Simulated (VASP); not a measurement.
# Os (P6_3/mmc) in VASP: notebook

The runs below take Os through single point, with LDA.

Program: VASP 6.6.1. These are calculated values, not measurements. Logs are shortened: lines on timing, memory, paths and dates and some standing lists are left out, and cuts for length are marked.

### 1 The cell of the first run

Symmetry: P6_3/mmc, No. 194, hexagonal system. Conventional cell: a = 2.718 Å, b = 2.718 Å, c = 4.284 Å, α = 90.00°, β = 90.00°, γ = 120.00°. Os (site symmetry -6m2) has 12 Os at 2.66 to 2.72 Å within 3.5 Å.

### 2 Single point, LDA

File INCAR:

```
SYSTEM = Os
PREC     = Accurate       ! precision mode
ENCUT    = 520            ! plane-wave cutoff, eV
EDIFF    = 1E-6           ! SCF threshold, eV
ISMEAR   = 0              ! smearing method
SIGMA    = 0.2            ! smearing width, eV
LREAL    = .False.        ! projectors in reciprocal space
LASPH    = .True.         ! aspherical terms in the spheres
NELM     = 80             ! most SCF steps
ALGO     = Normal         ! electronic algorithm
ISIF     = 2              ! what is computed and relaxed
LWAVE    = .False.        ! write WAVECAR
LCHARG   = .True.         ! write CHGCAR
GGA      = CA             ! functional
LELF     = .True.         ! ELF
LVHAR    = .True.       
NBANDS   = 15             ! bands
```

File KPOINTS:

```
Automatic mesh
0
Gamma
  13 13 8
  0 0 0
```

File POSCAR:

```
Os
1.0
    2.7175247593      0.0000000000      0.0000000000
   -1.3587623796      2.3534454770      0.0000000000
    0.0000000000      0.0000000000      4.2844606214
Os
2
Direct
    0.3333333333      0.6666666667      0.2500000000
    0.6666666667      0.3333333333      0.7500000000
```

Potentials or basis: VASP PAW LDA potentials, release 64 (Os).

Started as:

```bash
cat potpaw_LDA.64/Os/POTCAR > POTCAR
mpirun -np 1 vasp_std > vasp.out
```

OUTCAR:

```text
SYSTEM = Os
   PREC = Accurate
   ENCUT = 520
   EDIFF = 1E-6
   ISMEAR = 0
   LREAL = .False.
   LASPH = .True.
   NELM = 80
   ISIF = 2
   GGA = CA

 ion  position               nearest neighbor table
   1  0.333  0.667  0.250-   2 2.66   2 2.66   2 2.66   2 2.66   2 2.66   2 2.66
   2  0.667  0.333  0.750-   1 2.66   1 2.66   1 2.66   1 2.66   1 2.66   1 2.66

  LATTYP: Found a hexagonal cell.
 ALAT       =     2.7175247593
 C/A-ratio  =     1.5766040794

  Lattice vectors:

 A1 = (   2.7175247593,   0.0000000000,   0.0000000000)
 A2 = (  -1.3587623796,   2.3534454770,   0.0000000000)
 A3 = (   0.0000000000,   0.0000000000,   4.2844606214)

Analysis of symmetry for initial positions (statically):
=====================================================================
 Subroutine PRICEL returns:
 Original cell was already a primitive cell.

 Routine SETGRP: Setting up the symmetry group for a
 hexagonal supercell.

 Subroutine GETGRP returns: Found 24 space group operations
 (whereof 12 operations were pure point group operations)
 out of a pool of 24 trial point group operations.

The static configuration has the point symmetry D_3d.
 The point group associated with its full space group is D_6h.

Analysis of symmetry for dynamics (positions and initial velocities):
=====================================================================
 Subroutine PRICEL returns:
 Original cell was already a primitive cell.

 Routine SETGRP: Setting up the symmetry group for a
 hexagonal supercell.

 Subroutine GETGRP returns: Found 24 space group operations
 (whereof 12 operations were pure point group operations)
 out of a pool of 24 trial point group operations.

The dynamic configuration has the point symmetry D_3d.
 The point group associated with its full space group is D_6h.

 Subroutine INISYM returns: Found 24 space group operations
 (whereof 12 operations are pure point group operations),
 and found     1 'primitive' translations

----------------------------------------------------------------------------------------

                                     Primitive cell

  volume of cell :      27.4015

  direct lattice vectors                    reciprocal lattice vectors
     2.717524759  0.000000000  0.000000000     0.367981928  0.212454465  0.000000000
    -1.358762380  2.353445477  0.000000000     0.000000000  0.424908930  0.000000000
     0.000000000  0.000000000  4.284460621     0.000000000  0.000000000  0.233401608

  length of vectors
     2.717524759  2.717524759  4.284460621     0.424908930  0.424908930  0.233401608

  position of ions in fractional coordinates (direct lattice)
     0.333333333  0.666666667  0.250000000
     0.666666667  0.333333333  0.750000000

  ion indices of the primitive-cell ions
   primitive index   ion index
                 1           1
                 2           2

----------------------------------------------------------------------------------------

 KPOINTS: Automatic mesh

Automatic generation of k-mesh.
 Grid dimensions read from file:
 generate k-points for:   13   13    8

 Generating k-lattice:

  Cartesian coordinates                     Fractional coordinates (reciprocal lattice)
     0.028306302  0.016342651  0.000000000     0.076923077  0.000000000  0.000000000
     0.000000000  0.032685302  0.000000000     0.000000000  0.076923077  0.000000000
     0.000000000  0.000000000  0.029175201     0.000000000  0.000000000  0.125000000

  Length of vectors
     0.032685302  0.032685302  0.029175201

  Shift w.r.t. Gamma in fractional coordinates (k-lattice)
     0.000000000  0.000000000  0.000000000

 Subroutine IBZKPT returns following result:
 ===========================================

 Found    105 irreducible k-points:

 Following reciprocal coordinates:
            Coordinates               Weight
  0.000000  0.000000  0.000000      1.000000
  0.076923  0.000000  0.000000      6.000000
  0.153846 -0.000000  0.000000      6.000000
  0.230769 -0.000000  0.000000      6.000000
  0.307692 -0.000000  0.000000      6.000000
  0.384615 -0.000000  0.000000      6.000000
[... 16 lines left out ...]
  0.076923  0.000000  0.125000     12.000000
  0.153846 -0.000000  0.125000     12.000000
 [... further k-points ...]
   k-points           NKPTS =    105   k-points in BZ     NKDIM =    105   number of bands    NBANDS=     15
   number of dos      NEDOS =    301   number of ions     NIONS =      2
   total plane-waves  NPLWV =  12800
   dimension x,y,z NGX =    20 NGY =   20 NGZ =   32
   dimension x,y,z NGXF=    40 NGYF=   40 NGZF=   64
   ions per type =               2
   NGX,Y,Z   is equivalent  to a cutoff of  12.24, 12.24, 12.42 a.u.
   NGXF,Y,Z  is equivalent  to a cutoff of  24.47, 24.47, 24.83 a.u.
 SYSTEM =  Os
   PREC   = accura    normal or accurate (medium, high low for compatibility)
   ISTART =      0    job   : 0-new  1-cont  2-samecut
   ICHARG =      2    charge: 1-file 2-atom 10-const
   ISPIN  =      1    spin polarized calculation?
   LNONCOLLINEAR =      F non collinear calculations
   LSORBIT =      F    spin-orbit coupling
   LASPH  =      T    aspherical Exc in radial PAW
   ENCUT  =  520.0 eV  38.22 Ry    6.18 a.u.   5.05  5.05  7.97*2*pi/ulx,y,z
   NELM   =     80;   NELMIN=  2; NELMDL= -5     # of ELM steps
   EDIFF  = 0.1E-05   stopping-criterion for ELM
   LREAL  =      F    real-space projection
   EDIFFG = 0.1E-04   stopping-criterion for IOM
   NSW    =      0    number of steps for IOM
   IBRION =     -1    ionic relax: 0-MD 1-quasi-New 2-CG
   NFREE  =      0    steps in history (QN), initial steepest desc. (CG)
   ISIF   =      2    stress and relaxation
   ISYM   =      2    0-nonsym 1-usesym 2-fastsym
   POTIM  = 0.5000    time-step for ionic-motion
   TEBEG  =    0.0;   TEEND  =   0.0 temperature during run
   PSTRESS=    0.0 pullay stress
   NELECT =      16.0000    total number of electrons
   NUPDOWN=      -1.0000    fix difference up-down
   EMIN   =  10.00;   EMAX   =-10.00  energy-range for DOS
   EFERMI =   0.00;   METHOD = LEGACY
   ISMEAR =     0;   SIGMA  =   0.20  broadening in eV -4-tet -1-fermi 0-gaus
   EFERMI_NEDOS =   21; number of points for ismear=-14 and -15
   IALGO  =     38    algorithm
   IMIX   =      4    mixing-type and parameters
     AMIX     =   0.40;   BMIX     =  1.00
     AMIX_MAG =   1.60;   BMIX_MAG =  1.00
  volume/ion in A,a.u.               =      13.70        92.46
  Fermi-wavevector in a.u.,A,eV,Ry     =   1.368328  2.585765 25.474482  1.872322
  Thomas-Fermi vector in A             =   2.494302
   LORBIT       =      0    0 simple, 1 ext, 2 COOP (PROOUT), +10 PAW based schemes
   GGA     = CA    functional components
   LHFCALC =     F    Hartree Fock is set to
   AEXX    =    0.0000 exact exchange contribution
   IVDW    =     0    specifies the selected vdW correction
   LEPSILON=     F    determine dielectric tensor
   LRPA    =     F    only Hartree local field effects (RPA)
 non-spin polarized calculation
 Gauss-broadening in eV      SIGMA  =   0.20
  energy-cutoff  :      520.00
  volume of cell :       27.40
 maximum number of plane-waves:       756
   NGX = 11   NGY = 11   NGZ = 15

 number of electron      15.9999998 magnetization

 Free energy of the ion-electron system (eV)
  ---------------------------------------------------
  ext. energy  EPLUGINS =         0.00000000
  ---------------------------------------------------
  free energy    TOTEN  =       -25.31974631 eV

  energy without entropy =      -25.29640649  energy(sigma->0) =      -25.30807640

 E-fermi :   9.7682     XC(G=0): -14.2978

 val. band max:        9.7541413916   @ k =   0.3077   0.0769   0.2500
 cond. band min:       9.7705039068   @ k =   0.1538   0.0769   0.3750
 fundamental gap:      0.0163625152
 Fermi energy:         9.7682061191

 k-point     1 :       0.0000    0.0000    0.0000
  band No.  band energies     occupation
      1      -1.3401      2.00000
      2       1.7515      2.00000
      3       6.5439      2.00000
      4       6.5439      2.00000
      5       6.8295      2.00000
      6       7.4182      2.00000
      7       7.4182      2.00000
      8       8.0710      2.00000
      9       8.0710      2.00000
     10       9.8882      0.39625
     11      11.4407      0.00000
     12      11.4407      0.00000
     13      19.0662      0.00000
     14      23.8144      0.00000
     15      26.5846      0.00000

 k-point     2 :       0.0769    0.0000    0.0000
  band No.  band energies     occupation
      1      -1.0953      2.00000
      2       1.9672      2.00000
      3       6.0918      2.00000
      4       6.7604      2.00000
      5       7.1964      2.00000
      6       7.2989      2.00000
      7       7.6205      2.00000
      8       7.7536      2.00000
      9       7.8973      2.00000
     10       8.9052      2.00000
     11      11.5633      0.00000
     12      12.8068      0.00000
     13      19.0497      0.00000
     14      24.3222      0.00000
     15      26.8994      0.00000

 k-point     3 :       0.1538   -0.0000    0.0000
  band No.  band energies     occupation
      1      -0.4024      2.00000
      2       2.5197      2.00000
      3       5.4974      2.00000
      4       6.6147      2.00000
      5       6.8950      2.00000
      6       7.3939      2.00000
      7       7.4786      2.00000
      8       7.8445      2.00000
      9       8.2092      2.00000
     10       8.2189      2.00000
     11      11.8378      0.00000
     12      14.8549      0.00000
     13      18.9352      0.00000
     14      25.5049      0.00000
     15      27.4524      0.00000
[... 343 lines left out ...]
 k-point    23 :       0.0769    0.0000    0.1250
  band No.  band energies     occupation
      1      -0.8999      2.00000
      2       2.0042      2.00000
      3       6.0666      2.00000
      4       6.6063      2.00000
      5       6.8845      2.00000
      6       7.0229      2.00000
      7       7.4732      2.00000
      8       8.1727      2.00000
      9       8.2512      2.00000
     10       8.6824      2.00000
     11      11.5710      0.00000
     12      12.4719      0.00000
     13      19.9740      0.00000
     14      23.9384      0.00000
     15      27.3936      0.00000

 k-point    24 :       0.1538   -0.0000    0.1250
  band No.  band energies     occupation
      1      -0.2231      2.00000
      2       2.5748      2.00000
      3       5.5239      2.00000
      4       6.1888      2.00000
      5       6.7899      2.00000
      6       7.0260      2.00000
      7       7.7623      2.00000
      8       7.8906      2.00000
      9       8.2217      2.00000
     10       8.5464      2.00000
     11      11.8022      0.00000
     12      14.1586      0.00000
     13      19.9528      0.00000
     14      25.1838      0.00000
     15      27.2924      0.00000

 [... further k-points ...]
[... 5 lines left out ...]
  --------------------------------------------------------------------------------------
  -------------------------------------------------------------------------------------
  Total        0.2372603      0.2372603      0.0376998      0.0000000      0.0000000     -0.0000000
  in kB       13.8727274     13.8727274      2.2043256      0.0000000      0.0000000     -0.0000000
  external PRESSURE =       9.9832601 kB  Pullay stress =       0.0000000 kB

 VOLUME and BASIS-vectors are now :
 -----------------------------------------------------------------------------
  energy-cutoff  :      520.00
  volume of cell :       27.40
      direct lattice vectors                 reciprocal lattice vectors
     2.717524759  0.000000000  0.000000000     0.367981928  0.212454465  0.000000000
    -1.358762380  2.353445477  0.000000000     0.000000000  0.424908930  0.000000000
     0.000000000  0.000000000  4.284460621     0.000000000  0.000000000  0.233401608

 POSITION                                       TOTAL-FORCE (eV/Angst)
 -----------------------------------------------------------------------------------
     -0.00000      1.56896      1.07112         0.000000     -0.000000      0.000000
      1.35876      0.78448      3.21335        -0.000000      0.000000      0.000000
 -----------------------------------------------------------------------------------
    total drift:                               -0.000000      0.000000     -0.000000

  FREE ENERGIE OF THE ION-ELECTRON SYSTEM (eV)
  ---------------------------------------------------
  free  energy   TOTEN  =       -25.3197463074 eV

  energy  without entropy=      -25.2964064923  energy(sigma->0) =      -25.30807640
```

Wall time 29 s (1 thread of Intel Xeon Platinum 8259CL at 2.50GHz (Skylake/Cascade Lake), shared host); peak memory 0.15 GiB.

Results:

```
Free energy            : -25.3197 eV
Pressure               : 1.0 GPa
Band gap on the k mesh : zero (band 8 reaches 11.84 eV, above the bottom of band 9 at 7.90 eV)
```

Caveat: spin-orbit coupling is left out, which moves the levels of the heavy elements.

### 3 Single point, LDA

File INCAR:

```
SYSTEM = Os
PREC = Accurate
ENCUT = 520
EDIFF = 1E-7
ISMEAR = 0
SIGMA = 0.3
LREAL = .False.
LASPH = .True.
NELM = 80
ALGO = Normal
ISIF = 2
LWAVE = .False.
LCHARG = .False.
GGA = CA
NBANDS = 15
```

KPOINTS is that of step 2.

POSCAR is that of step 2.

Potentials or basis: VASP PAW LDA potentials, release 64 (Os).

Started as:

```bash
cat potpaw_LDA.64/Os/POTCAR > POTCAR
mpirun -np 1 vasp_std > vasp.out
```

It took 28 s on 1 thread of Intel Xeon Platinum 8259CL at 2.50GHz (Skylake/Cascade Lake), shared host; peak memory 0.15 GiB.

Results (log left out):

* Free energy: -25.3344 eV
* Pressure: 1.1 GPa
* Band gap on the k mesh: zero (band 8 reaches 11.84 eV, above the bottom of band 9 at 7.90 eV)

Stress tensor (GPa, compression positive):
```
1.33 0.00 0.00
0.00 1.33 0.00
0.00 0.00 0.74
```

Levels at points of the mesh, in eV from the Fermi level:
| k point | band 5 | band 6 | band 7 | band 8 | band 9 | band 10 | band 11 | band 12 |
| --- | --- | --- | --- | --- | --- | --- | --- | --- |
| (0.00, 0.00, 0.00) | -2.93 | -2.34 | -2.34 | -1.69 | -1.69 | 0.13 | 1.68 | 1.68 |
| (0.00, 0.00, 0.50) | -3.42 | -3.42 | -3.42 | -3.42 | 0.87 | 0.87 | 0.87 | 0.87 |

Caveat: spin-orbit coupling is left out, which moves the levels of the heavy elements.

### 4 Single point, LDA

File INCAR:

```
ALGO = Normal
EDIFF = 1E-6
ENCUT = 520
GGA = CA
ISIF = 2
ISMEAR = 0
LASPH = True
LCHARG = True
LELF = True
LREAL = False
LVHAR = True
LWAVE = False
NBANDS = 15
NELM = 80
PREC = Accurate
SIGMA = 0.6
```

File KPOINTS:

```
k-points
0
Gamma
  13 13 8
```

POSCAR is that of step 3.

Started as:

```bash
cat potpaw_LDA.64/Os/POTCAR > POTCAR
mpirun -np 1 vasp_std > vasp.out
```

Wall time 29 s (1 thread of Intel Xeon Platinum 8259CL at 2.50GHz (Skylake/Cascade Lake), shared host); peak memory 0.15 GiB.

It converged, with:

```yaml
Free_energy: -25.4140 eV
Pressure: 1.9 GPa
Band_gap_on_the_k_mesh: zero (band 8 reaches 11.85 eV, above the bottom of band 9 at 7.90 eV)
```

Stress tensor (GPa, compression positive):
```
1.56 0.00 0.00
0.00 1.56 0.00
0.00 0.00 2.50
```

Levels at points of the mesh, in eV from the Fermi level:
| k point | band 5 | band 6 | band 7 | band 8 | band 9 | band 10 | band 11 | band 12 |
| --- | --- | --- | --- | --- | --- | --- | --- | --- |
| (0.00, 0.00, 0.00) | -2.91 | -2.32 | -2.32 | -1.67 | -1.67 | 0.14 | 1.70 | 1.70 |
| (0.00, 0.00, 0.50) | -3.40 | -3.40 | -3.40 | -3.40 | 0.89 | 0.89 | 0.89 | 0.89 |

Caveat: spin-orbit coupling is left out, which moves the levels of the heavy elements.

### 5 The runs side by side

```tsv
smearing	gap on the mesh (eV)	pressure (GPa)
gaussian 0.2 eV	none	1.0
gaussian 0.3 eV	none	1.1
gaussian 0.6 eV	none	1.9
```

Alike in all rows: task single point; level LDA; potentials or basis VASP PAW LDA potentials, release 64 (Os); no spin polarisation; cell as given; k mesh 13 × 13 × 8; cutoff (eV) 520.

Every run on the cell as given and a fine mesh finds a metal.

Caveats: spin-orbit coupling is left out, which moves the levels of the heavy elements.

Total energies depend on the potentials used, so only differences within one code and one set of settings carry meaning.
